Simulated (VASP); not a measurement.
Crystal: TiAl3.

```xyz
4
Lattice="2.8470 0.0000 0.0000 0.0000 2.8470 0.0000 0.0000 0.0000 8.1703" Properties=species:S:1:pos:R:3 pbc="T T T"
Ti    0.0000    0.0000    4.0851
Al    1.4235    1.4235    0.0000
Al    1.4235    1.4235    4.0851
Al    0.0000    0.0000    0.0000
```

* Program: VASP 6.6.1
* Task: relaxation of cell and atoms
* Functional: PBE
* Potentials or basis: VASP PAW PBE potentials, release 64 (Ti_sv, Al)
* Cutoff: 600 eV
* k mesh: 6 × 6 × 2
* Occupations: gaussian, width 0.1 eV
* Spin: no spin polarisation

At the start: pressure 89.4 GPa; volume 16.56 Å³/atom.

Problem. How do energy, volume and symmetry change on relaxing?

Solution. Over 15 steps the energy falls by 3833.7 meV/atom and the volume is 19.65 Å³/atom (+18.7 %); space group P4/mmm (No. 123, to 0.05 Å).

Step by step:
```tsv
step	energy change (eV)	largest force (eV/Å)	pressure (GPa)	volume (Å³)
1	0.0000	0.0000	89.38	66.22
2	-9.1774	0.0000	-9.08	182.45
3	-13.0467	0.0000	-3.65	115.76
4	-13.0638	0.0000	-2.99	114.19
5	-13.0703	0.0000	-2.16	112.40
6	-13.2994	0.0000	-2.54	107.23
7	-14.0028	0.0000	-2.98	94.83
8	-14.8300	0.0000	11.50	69.66
9	-14.7954	0.0000	-2.29	85.40
10	-15.2696	0.0000	1.29	77.55
11	-15.2988	0.0000	2.82	75.70
12	-15.1869	0.0000	0.26	79.53
13	-15.3243	0.0000	1.70	76.84
14	-15.3232	0.0000	-1.47	80.57
15	-15.3349	0.0000	0.09	78.60
```

Final structure:
```
CELL_PARAMETERS angstrom
3.82597 0.00000 0.00000
0.00000 3.82597 0.00000
0.00000 0.00000 5.36989
ATOMIC_POSITIONS crystal
Ti 0.00000 0.00000 0.50000
Al 0.50000 0.50000 0.00000
Al 0.50000 0.50000 0.50000
Al 0.00000 0.00000 0.00000
```

Caveat: the k points lie up to 0.59 Å⁻¹ apart in the final cell; the volume moved by over 15 % at a fixed basis, so the end points are rough.
